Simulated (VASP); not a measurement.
# Si10H5Cl in VASP: a series of runs

The runs below take Si10H5Cl through single point, with PBE.

Program: VASP 6.6.1. These are calculated values, not measurements. Logs are shortened: lines on timing, memory, paths and dates and some standing lists are left out, and cuts for length are marked.

**1. The cell of the first run**

The cell holds a slab with vacuum, 32 atoms: a = 7.679 Å, b = 7.679 Å, c = 20.254 Å, α = 90.00°, β = 90.00°, γ = 90.00°.

**2. Single point, PBE**

The input, INCAR:

```
PREC = Accurate
ENCUT = 520
EDIFF = 1E-6
ISMEAR = -1
SIGMA = 0.02
LREAL = Auto
LASPH = T
NELM = 100
ALGO = Normal
ISIF = 2
LWAVE = F
LCHARG = F
GGA = PE
NBANDS = 74
```

The input, KPOINTS:

```
regular mesh
0
Gamma
  2 2 1
```

The input, POSCAR:

```
Si10H5Cl
1.0
    7.6791800000      0.0000000000      0.0000000000
    0.0000000000      7.6791800000      0.0000000000
    0.0000000000      0.0000000000     20.2543620000
H Si Cl
10 20 2
Direct
    0.4093920184      0.0000000000      0.0493720809
    0.0906079816      0.0000000000      0.0493720809
    0.9093920184      0.0000000000      0.0493720809
    0.5906079816      0.0000000000      0.0493720809
    0.4093920184      0.5000000000      0.0493720809
    0.0906079816      0.5000000000      0.0493720809
    0.9093920184      0.5000000000      0.0493720809
    0.5906079816      0.5000000000      0.0493720809
    0.2037569115      0.3149885795      0.4734960795
    0.7502377858      0.4789541331      0.4277255931
    0.2500000000      0.0000000000      0.0921036170
    0.7500000000      0.0000000000      0.0921036170
    0.2500000000      0.5000000000      0.0921036170
    0.7500000000      0.5000000000      0.0921036170
    0.2499316333      0.2500869885      0.1575037022
    0.7499212155      0.2500679760      0.1545867009
    0.2500334671      0.7498934782      0.1622576905
    0.7500494845      0.7501600431      0.1617587362
   -0.0039472965      0.2507207801      0.2211290585
    0.5037820444      0.2507852401      0.2211739871
   -0.0011592384      0.7499743462      0.2320622096
    0.5012751361      0.7499772111      0.2320754907
   -0.0063366141      0.0122783943      0.2944332189
    0.5065452301      0.0122748783      0.2944623978
   -0.0079568391      0.4883569600      0.2948385143
    0.5083868330      0.4884035795      0.2949010193
    0.2500826911      0.1049617277      0.3430262578
    0.7501018338      0.0941558864      0.3571722970
    0.2501677262      0.3954281577      0.3420343726
    0.7502862285      0.4089147539      0.3587645466
    0.1550459815      0.3610608164      0.5327813831
   -0.2504452298     -0.0099419469      0.4521911379
```

Potentials or basis: VASP PAW PBE potentials, release 64 (H, Si, Cl).

The run is started by

```console
> cat potpaw_PBE.64/H/POTCAR potpaw_PBE.64/Si/POTCAR potpaw_PBE.64/Cl/POTCAR > POTCAR
> mpirun -np 1 vasp_std > vasp.out
```

OUTCAR:

```text
PREC = Accurate
   ENCUT = 520
   EDIFF = 1E-6
   ISMEAR = -1
   LREAL = Auto
   LASPH = T
   NELM = 100
   ISIF = 2
   GGA = PE

 ion  position               nearest neighbor table
   1  0.409  0.000  0.049-  11 1.50
   2  0.091  0.000  0.049-  11 1.50
   3  0.909  0.000  0.049-  12 1.50
   4  0.591  0.000  0.049-  12 1.50
   5  0.409  0.500  0.049-  13 1.50
   6  0.091  0.500  0.049-  13 1.50
   7  0.909  0.500  0.049-  14 1.50
   8  0.591  0.500  0.049-  14 1.50
   9  0.204  0.315  0.473-  31 1.31
  10  0.750  0.479  0.428-  30 1.50
  11  0.250  0.000  0.092-   1 1.50   2 1.50  15 2.33  17 2.39
  12  0.750  0.000  0.092-   3 1.50   4 1.50  16 2.30  18 2.38
  13  0.250  0.500  0.092-   5 1.50   6 1.50  15 2.33  17 2.39
  14  0.750  0.500  0.092-   7 1.50   8 1.50  16 2.30  18 2.38
  15  0.250  0.250  0.158-  13 2.33  11 2.33  19 2.34  20 2.34
  16  0.750  0.250  0.155-  14 2.30  12 2.30  19 2.32  20 2.32
[... 8 lines left out ...]
  25  0.992  0.488  0.295-  29 2.31  30 2.34  19 2.36  21 2.38
  26  0.508  0.488  0.295-  29 2.31  30 2.34  20 2.36  22 2.38
  27  0.250  0.105  0.343-  29 2.23  23 2.31  24 2.31
  28  0.750  0.094  0.357-  32 2.08  24 2.35  23 2.35  30 2.42
  29  0.250  0.395  0.342-  27 2.23  25 2.31  26 2.31
  30  0.750  0.409  0.359-  10 1.50  25 2.34  26 2.34  28 2.42
  31  0.155  0.361  0.533-   9 1.31
  32  0.750  0.990  0.452-  28 2.08

  LATTYP: Found a simple tetragonal cell.
 ALAT       =     7.6791800000
 C/A-ratio  =     2.6375683341

  Lattice vectors:

 A1 = (   7.6791800000,   0.0000000000,   0.0000000000)
 A2 = (   0.0000000000,   7.6791800000,   0.0000000000)
 A3 = (   0.0000000000,   0.0000000000,  20.2543620000)

Analysis of symmetry for initial positions (statically):
=====================================================================
 Subroutine PRICEL returns:
 Original cell was already a primitive cell.

 Routine SETGRP: Setting up the symmetry group for a
 simple tetragonal supercell.

 Subroutine GETGRP returns: Found  1 space group operations
 (whereof  1 operations were pure point group operations)
 out of a pool of 16 trial point group operations.

The static configuration has the point symmetry C_1 .

Analysis of symmetry for dynamics (positions and initial velocities):
=====================================================================
 Subroutine PRICEL returns:
 Original cell was already a primitive cell.

 Routine SETGRP: Setting up the symmetry group for a
 simple tetragonal supercell.

 Subroutine GETGRP returns: Found  1 space group operations
 (whereof  1 operations were pure point group operations)
 out of a pool of 16 trial point group operations.

The dynamic configuration has the point symmetry C_1 .

 Subroutine INISYM returns: Found  1 space group operations
 (whereof  1 operations are pure point group operations),
 and found     1 'primitive' translations

----------------------------------------------------------------------------------------

                                     Primitive cell

  volume of cell :    1194.3958

  direct lattice vectors                    reciprocal lattice vectors
     7.679180000  0.000000000  0.000000000     0.130222237  0.000000000  0.000000000
     0.000000000  7.679180000  0.000000000     0.000000000  0.130222237  0.000000000
     0.000000000  0.000000000 20.254362000     0.000000000  0.000000000  0.049372081

  length of vectors
     7.679180000  7.679180000 20.254362000     0.130222237  0.130222237  0.049372081

  position of ions in fractional coordinates (direct lattice)
     0.409392018  0.000000000  0.049372081
     0.090607982  0.000000000  0.049372081
     0.909392018  0.000000000  0.049372081
     0.590607982  0.000000000  0.049372081
     0.409392018  0.500000000  0.049372081
     0.090607982  0.500000000  0.049372081
[... 24 lines left out ...]
     0.155045982  0.361060816  0.532781383
     0.749554770  0.990058053  0.452191138

  ion indices of the primitive-cell ions
   primitive index   ion index
                 1           1
                 2           2
                 3           3
                 4           4
                 5           5
                 6           6
[... 24 lines left out ...]
                31          31
                32          32

----------------------------------------------------------------------------------------

 KPOINTS: regular mesh

Automatic generation of k-mesh.
 Grid dimensions read from file:
 generate k-points for:    2    2    1

 Generating k-lattice:

  Cartesian coordinates                     Fractional coordinates (reciprocal lattice)
     0.065111119  0.000000000  0.000000000     0.500000000  0.000000000  0.000000000
     0.000000000  0.065111119  0.000000000     0.000000000  0.500000000  0.000000000
     0.000000000  0.000000000  0.049372081     0.000000000  0.000000000  1.000000000

  Length of vectors
     0.065111119  0.065111119  0.049372081

  Shift w.r.t. Gamma in fractional coordinates (k-lattice)
     0.000000000  0.000000000  0.000000000

 Subroutine IBZKPT returns following result:
 ===========================================

 Found      4 irreducible k-points:

 Following reciprocal coordinates:
            Coordinates               Weight
  0.000000  0.000000  0.000000      1.000000
  0.500000  0.000000  0.000000      1.000000
  0.000000  0.500000  0.000000      1.000000
  0.500000  0.500000  0.000000      1.000000
   k-points           NKPTS =      4   k-points in BZ     NKDIM =      4   number of bands    NBANDS=     74
   number of dos      NEDOS =    301   number of ions     NIONS =     32
   total plane-waves  NPLWV = 576000
   dimension x,y,z NGX =    60 NGY =   60 NGZ =  160
   dimension x,y,z NGXF=   120 NGYF=  120 NGZF=  320
   ions per type =              10  20   2
   NGX,Y,Z   is equivalent  to a cutoff of  12.99, 12.99, 13.13 a.u.
   NGXF,Y,Z  is equivalent  to a cutoff of  25.98, 25.98, 26.27 a.u.
 SYSTEM =  unknown system
   PREC   = accura    normal or accurate (medium, high low for compatibility)
   ISTART =      0    job   : 0-new  1-cont  2-samecut
   ICHARG =      2    charge: 1-file 2-atom 10-const
   ISPIN  =      1    spin polarized calculation?
   LNONCOLLINEAR =      F non collinear calculations
   LSORBIT =      F    spin-orbit coupling
   LASPH  =      T    aspherical Exc in radial PAW
   ENCUT  =  520.0 eV  38.22 Ry    6.18 a.u.  14.28 14.28 37.66*2*pi/ulx,y,z
   NELM   =    100;   NELMIN=  2; NELMDL= -5     # of ELM steps
   EDIFF  = 0.1E-05   stopping-criterion for ELM
   LREAL  =      T    real-space projection
   EDIFFG = 0.1E-04   stopping-criterion for IOM
   NSW    =      0    number of steps for IOM
[... 5 lines left out ...]
   TEBEG  =    0.0;   TEEND  =   0.0 temperature during run
   PSTRESS=    0.0 pullay stress
   NELECT =     104.0000    total number of electrons
   NUPDOWN=      -1.0000    fix difference up-down
   EMIN   =  10.00;   EMAX   =-10.00  energy-range for DOS
   EFERMI =   0.00;   METHOD = LEGACY
   ISMEAR =    -1;   SIGMA  =   0.02  broadening in eV -4-tet -1-fermi 0-gaus
   EFERMI_NEDOS =   21; number of points for ismear=-14 and -15
   IALGO  =     38    algorithm
   IMIX   =      4    mixing-type and parameters
     AMIX     =   0.40;   BMIX     =  1.00
     AMIX_MAG =   1.60;   BMIX_MAG =  1.00
  volume/ion in A,a.u.               =      37.32       251.88
  Fermi-wavevector in a.u.,A,eV,Ry     =   0.725610  1.371204  7.163599  0.526510
  Thomas-Fermi vector in A             =   1.816375
   LORBIT       =      0    0 simple, 1 ext, 2 COOP (PROOUT), +10 PAW based schemes
   GGA     = PE    functional components
[... 5 lines left out ...]
 non-spin polarized calculation
  energy-cutoff  :      520.00
  volume of cell :     1194.40
 maximum number of plane-waves:     32216
 NGX is ok and might be reduce to    60
   NGX = 29   NGY = 29   NGZ = 75

 number of electron     104.0000003 magnetization

 Free energy of the ion-electron system (eV)
  ---------------------------------------------------
  ext. energy  EPLUGINS =         0.00000000
  ---------------------------------------------------
  free energy    TOTEN  =      -142.83620673 eV

  energy without entropy =     -142.83620131  energy(sigma->0) =     -142.83620402

 E-fermi :  -0.7049     XC(G=0):  -4.5903

 val. band max:       -0.9183485138   @ k =   0.5000   0.5000   0.0000
 cond. band min:      -0.4914483758   @ k =   0.0000   0.0000   0.0000
 fundamental gap:      0.4269001381
 Fermi energy:        -0.7048701739

 k-point     1 :       0.0000    0.0000    0.0000
  band No.  band energies     occupation
      1     -16.8379      2.00000
      2     -16.6654      2.00000
      3     -12.5793      2.00000
      4     -11.4720      2.00000
      5     -10.7599      2.00000
      6     -10.6435      2.00000
[... 56 lines left out ...]
     63       1.6820      0.00000
     64       1.7997      0.00000

 k-point     2 :       0.5000    0.0000    0.0000
  band No.  band energies     occupation
      1     -16.8376      2.00000
      2     -16.6655      2.00000
      3     -12.0658      2.00000
      4     -12.0317      2.00000
      5     -11.0173      2.00000
      6     -11.0055      2.00000
[... 56 lines left out ...]
     63       1.8477      0.00000
     64       1.9038      0.00000

 k-point     3 :       0.0000    0.5000    0.0000
  band No.  band energies     occupation
      1     -16.8377      2.00000
      2     -16.6654      2.00000
      3     -12.2886      2.00000
      4     -11.7672      2.00000
      5     -11.1496      2.00000
      6     -10.5711      2.00000
[... 56 lines left out ...]
     63       1.9220      0.00000
     64       1.9559      0.00000

 k-point     4 :       0.5000    0.5000    0.0000
  band No.  band energies     occupation
      1     -16.8374      2.00000
      2     -16.6655      2.00000
      3     -11.7807      2.00000
      4     -11.7094      2.00000
      5     -11.2795      2.00000
      6     -11.2324      2.00000
[... 56 lines left out ...]
     63       2.4685      0.00000
     64       2.5681      0.00000
 [bands above 64 left out]

------------------------ aborting loop because EDIFF is reached ----------------------------------------

  FORCE on cell =-STRESS in cart. coord.  units (eV):
  Direction    XX          YY          ZZ          XY          YZ          ZX
  --------------------------------------------------------------------------------------
  -------------------------------------------------------------------------------------
  Total       21.2768550      1.4506040     -0.5180106      0.0100657     -0.0573155      0.0332642
  in kB       28.5410373      1.9458582     -0.6948659      0.0135023     -0.0768837      0.0446211
  external PRESSURE =       9.9306765 kB  Pullay stress =       0.0000000 kB

 VOLUME and BASIS-vectors are now :
 -----------------------------------------------------------------------------
  energy-cutoff  :      520.00
  volume of cell :     1194.40
      direct lattice vectors                 reciprocal lattice vectors
     7.679180000  0.000000000  0.000000000     0.130222237  0.000000000  0.000000000
     0.000000000  7.679180000  0.000000000     0.000000000  0.130222237  0.000000000
     0.000000000  0.000000000 20.254362000     0.000000000  0.000000000  0.049372081

 POSITION                                       TOTAL-FORCE (eV/Angst)
 -----------------------------------------------------------------------------------
      3.14379      0.00000      1.00000        -0.614163     -0.086980      0.026505
      0.69580      0.00000      1.00000         0.614016     -0.087595      0.026629
      6.98338      0.00000      1.00000        -0.635480     -0.137753     -0.018670
      4.53539      0.00000      1.00000         0.635634     -0.138810     -0.018821
      3.14379      3.83959      1.00000        -0.614399      0.086863      0.022865
      0.69580      3.83959      1.00000         0.614464      0.087831      0.022648
[... 24 lines left out ...]
      1.19063      2.77265     10.79115         0.030406     -0.028960     -0.089012
      5.75597      7.60283      9.15884         0.000352      0.018562     -0.041487
 -----------------------------------------------------------------------------------
    total drift:                                0.000077     -0.002085     -0.028788

  FREE ENERGIE OF THE ION-ELECTRON SYSTEM (eV)
  ---------------------------------------------------
  free  energy   TOTEN  =      -142.8362067317 eV

  energy  without entropy=     -142.8362013084  energy(sigma->0) =     -142.83620402
```

It took 9.2 min on 1 thread of Intel Xeon 6975P-C (Granite Rapids), shared host; peak memory 1.2 GiB.

What came out:

```
Free energy            : -142.8362 eV
Largest force          : 0.651 eV/Å
Band gap on the k mesh : 0.43 eV, indirect (least direct gap 0.75 eV)
```

Forces in eV/Å, atoms in the order of the input:
```
H   -0.614 -0.087  0.027
H    0.614 -0.088  0.027
H   -0.635 -0.138 -0.019
H    0.636 -0.139 -0.019
H   -0.614  0.087  0.023
H    0.614  0.088  0.023
H   -0.634  0.141 -0.018
H    0.634  0.142 -0.018
H   -0.030  0.026  0.092
H    0.000 -0.002 -0.006
Si   0.001 -0.128  0.146
Si   0.000 -0.223 -0.150
Si   0.000  0.126  0.132
Si   0.000  0.235 -0.150
Si   0.002 -0.001  0.004
Si  -0.002 -0.003 -0.005
Si   0.002 -0.002 -0.004
Si  -0.001 -0.003 -0.004
Si  -0.001  0.003 -0.001
Si   0.002  0.000 -0.003
Si  -0.001  0.001  0.005
Si   0.001  0.001  0.005
Si   0.000 -0.002  0.004
Si  -0.002  0.001 -0.003
Si   0.006 -0.003  0.005
Si  -0.009 -0.005  0.004
Si   0.001  0.008  0.000
Si  -0.001 -0.021  0.043
Si   0.004 -0.006 -0.013
Si  -0.002  0.004  0.005
Cl   0.030 -0.029 -0.089
Cl   0.000  0.019 -0.041
```

**3. Single point, PBE**

The input, INCAR:

```
ALGO = Normal
EDIFF = 1E-6
ENCUT = 520
GGA = PE
ISIF = 2
ISMEAR = -1
LASPH = T
LCHARG = F
LREAL = Auto
LWAVE = F
NBANDS = 74
NELM = 80
PREC = Accurate
SIGMA = 0.02
```

The input, KPOINTS:

```
k-points
0
Gamma
  2 2 1
```

The input, POSCAR:

```
Si10H5Cl
1.0
    7.6791800000      0.0000000000      0.0000000000
    0.0000000000      7.6791800000      0.0000000000
    0.0000000000      0.0000000000     20.2543620000
H Si Cl
10 20 2
Direct
    0.4093920184      0.0000000000      0.0493720809
    0.0906079816      0.0000000000      0.0493720809
    0.9093920184      0.0000000000      0.0493720809
    0.5906079816      0.0000000000      0.0493720809
    0.4093920184      0.5000000000      0.0493720809
    0.0906079816      0.5000000000      0.0493720809
    0.9093920184      0.5000000000      0.0493720809
    0.5906079816      0.5000000000      0.0493720809
    0.2055893989      0.2446142687      0.4719064960
    0.7498716009      0.4717196367      0.4257422179
    0.2500000000      0.0000000000      0.0921036170
    0.7500000000      0.0000000000      0.0921036170
    0.2500000000      0.5000000000      0.0921036170
    0.7500000000      0.5000000000      0.0921036170
    0.2494999466      0.2499269453      0.1567059481
    0.7494043635      0.2507127063      0.1555409151
    0.2498945200      0.7492173644      0.1618483959
    0.7498699080      0.7507116645      0.1621028596
   -0.0021054331      0.2469094356      0.2213731047
    0.5008625921      0.2467698374      0.2215288736
    0.0002918280      0.7529324746      0.2318395415
    0.4994166044      0.7528351985      0.2318929621
    0.0075308822      0.0132415180      0.2959247494
    0.4922533395      0.0130286046      0.2960823451
   -0.0074616040      0.4900017971      0.2942152411
    0.5073373720      0.4900521931      0.2944117420
    0.2497364302      0.0739425303      0.3657497086
    0.7499634076      0.0853235632      0.3534318682
    0.2498462075      0.3626434072      0.3308639887
    0.7501569178      0.4006121747      0.3569179320
    0.1727500853      0.3774068325      0.5109990628
   -0.2502099182     -0.0129158322      0.4497622784
```

Potentials or basis: VASP PAW PBE potentials, release 64 (H, Si, Cl).

The run is started by

```console
> cat potpaw_PBE.64/H/POTCAR potpaw_PBE.64/Si/POTCAR potpaw_PBE.64/Cl/POTCAR > POTCAR
> mpirun -np 1 vasp_std > vasp.out
```

Run time: 8.4 min. Hardware: 1 thread of Intel Xeon 6975P-C (Granite Rapids), shared host; peak memory 1.2 GiB.

Results (log left out):

```
Free energy            : -143.0904 eV
Largest force          : 0.641 eV/Å
Band gap on the k mesh : 0.81 eV, indirect (least direct gap 0.94 eV)
```

Forces in eV/Å, atoms in the order of the input:
```
H   -0.618 -0.081  0.012
H    0.619 -0.084  0.009
H   -0.624 -0.088 -0.005
H    0.627 -0.093 -0.011
H   -0.628  0.067  0.009
H    0.630  0.070  0.006
H   -0.630  0.106  0.003
H    0.632  0.111 -0.002
H   -0.016  0.041  0.059
H    0.001 -0.004 -0.007
Si  -0.003 -0.237  0.055
Si  -0.013 -0.242 -0.035
Si  -0.003  0.203  0.036
Si  -0.009  0.337 -0.046
Si   0.002 -0.001  0.002
Si   0.000 -0.003 -0.003
Si   0.001  0.002 -0.006
Si   0.000 -0.001 -0.002
Si  -0.001  0.000 -0.002
Si   0.005  0.003 -0.003
Si   0.001  0.005  0.002
Si   0.000  0.005  0.002
Si   0.013  0.003  0.004
Si  -0.016  0.003  0.005
Si   0.001  0.001  0.001
Si  -0.002 -0.002  0.000
Si   0.004 -0.021  0.020
Si   0.001 -0.023  0.036
Si  -0.001 -0.025 -0.022
Si  -0.003 -0.005  0.004
Cl   0.030 -0.063 -0.081
Cl   0.000  0.018 -0.041
```

Levels at points of the mesh, in eV from the valence-band top:
```csv
k point,band 48,band 49,band 50,band 51,band 52,band 53,band 54,band 55,band 56,band 57
"(0.00, 0.00, 0.00)",-0.65,-0.52,-0.37,-0.26,-0.25,0.81,1.41,1.54,1.78,2.10
"(0.50, 0.00, 0.00)",-0.96,-0.76,-0.43,-0.41,-0.12,1.22,2.06,2.12,2.37,2.46
"(0.00, 0.50, 0.00)",-1.11,-0.97,-0.33,-0.16,-0.02,0.92,1.82,1.88,2.24,2.28
"(0.50, 0.50, 0.00)",-1.23,-1.16,-1.04,-0.76,0.00,1.44,2.23,2.29,2.41,2.48
```

(Part 1 of 2 ends here.)
